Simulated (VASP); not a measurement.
Write the native input for VASP 6.6.1 that does the following.

```
Task                   : single point
Functional             : PBEsol
Dispersion             : D4
Potentials or basis    : VASP PAW PBE potentials, release 64 (V_sv)
Cutoff                 : 520 eV
k mesh                 : 12 × 12 × 12
Occupations            : fermi-dirac, width 0.05 eV
Spin                   : collinear spin, ferromagnetic start
Starting moments       : [2.0] μB
Dipole correction      : no
Further INCAR settings : ALGO = Fast; EDIFF = 1e-07; NBANDS = 16
```

The structure of V lies in POSCAR:

```
V
1.0
   -1.5143500000      1.5143500000      1.5143500000
    1.5143500000     -1.5143500000      1.5143500000
    1.5143500000      1.5143500000     -1.5143500000
V
1
Direct
    0.0000000000      0.0000000000      0.0000000000
```

The input as run:

INCAR

```
ALGO = Fast ; EDIFF = 1E-7
ENCUT = 520 ; GGA = PS
ISIF = 2 ; ISMEAR = -1
ISPIN = 2 ; IVDW = 13
LASPH = True ; LCHARG = False
LMAXMIX = 4 ; LORBIT = 11
LREAL = False ; LWAVE = False
MAGMOM = 2 ; NBANDS = 16
NELM = 150 ; PREC = Accurate
SIGMA = 0.05
```

KPOINTS

```
k-points
0
Gamma
  12 12 12
```

Potentials or basis: VASP PAW PBE potentials, release 64 (V_sv).

Run with:

```console
$ cat potpaw_PBE.64/V_sv/POTCAR > POTCAR
$ mpirun -np 1 vasp_std > vasp.out
```

Results of the run:

| Item | Value |
| --- | --- |
| Pressure | -13.8 GPa |
| Net moment | 0.00 μB per cell |
| Valence electrons inside the program's atomic spheres | V 11.61 |
| Dispersion energy per atom | -0.184 eV |

Caveat: the PAW data sets were made with another functional, which shifts forces and pressure a little; pairwise dispersion overbinds metals, which lowers pressure and volume.

It took 20 s on 1 thread of Intel(R) Xeon(R) 6975P-C (Granite Rapids), on a shared host, peak memory 0.14 GiB.
